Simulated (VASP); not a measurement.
The system is InSb2.

```
In Sb
1.0
     3.10827    1.79456    5.09700
    -3.10827    1.79456    5.09700
     0.00000   -3.58913    5.09700
In Sb
2 4
Direct
  0.12500 0.12500 0.12500
  0.87500 0.87500 0.87500
  0.50000 0.50000 0.00000
  0.00000 0.50000 0.50000
  0.50000 0.00000 0.50000
  0.50000 0.50000 0.50000
```

The cell was built from a structure type or drawn by symmetry, and may not be a known phase.

| Item | Value |
| --- | --- |
| Program | VASP 6.6.1 |
| Task | relaxation of cell and atoms |
| Functional | PBE |
| Potentials or basis | VASP PAW PBE potentials, release 64 (In_d, Sb) |
| Cutoff | 600 eV |
| k mesh | 3 × 3 × 3 |
| Occupations | gaussian, width 0.1 eV |
| Spin | no spin polarisation |

At the start: pressure 4.2 GPa; volume 28.43 Å³/atom.

How do energy, volume and symmetry change on relaxing?

Over 12 steps the energy falls by 139.9 meV/atom and the volume is 31.18 Å³/atom (+9.7 %); space group Fd-3m (No. 227, to 0.1 Å) before, R-3m (No. 166, to 0.1 Å).

Step by step:
| step | energy change (eV) | largest force (eV/Å) | pressure (GPa) | volume (Å³) |
| --- | --- | --- | --- | --- |
| 1 | 0.0000 | 0.0197 | 4.21 | 170.59 |
| 2 | -0.2197 | 0.0319 | -0.30 | 189.70 |
| 3 | -0.2204 | 0.0328 | -0.09 | 188.60 |
| 4 | -0.2701 | 0.0725 | -0.34 | 189.28 |
| 5 | -0.4968 | 0.0955 | -1.01 | 191.05 |
| 6 | -0.7998 | 0.0428 | -1.35 | 193.42 |
| 7 | -0.8119 | 0.0112 | -1.19 | 193.82 |
| 8 | -0.8120 | 0.0219 | -1.26 | 193.70 |
| 9 | -0.8230 | 0.0039 | -0.23 | 189.49 |
| 10 | -0.8261 | 0.0096 | -0.58 | 190.81 |
| 11 | -0.8349 | 0.0180 | -0.35 | 189.16 |
| 12 | -0.8391 | 0.0285 | 0.00 | 187.06 |

Final structure:
```
In Sb
1.0
     2.98718    1.72465    6.05161
    -2.98718    1.72465    6.05161
     0.00000   -3.44930    6.05161
In Sb
2 4
Direct
  0.12624 0.12624 0.12624
  0.87376 0.87376 0.87376
  0.50000 0.50000 0.00000
  0.00000 0.50000 0.50000
  0.50000 0.00000 0.50000
  0.50000 0.50000 0.50000
```

Caveat: the k points lie up to 0.42 Å⁻¹ apart in the final cell.
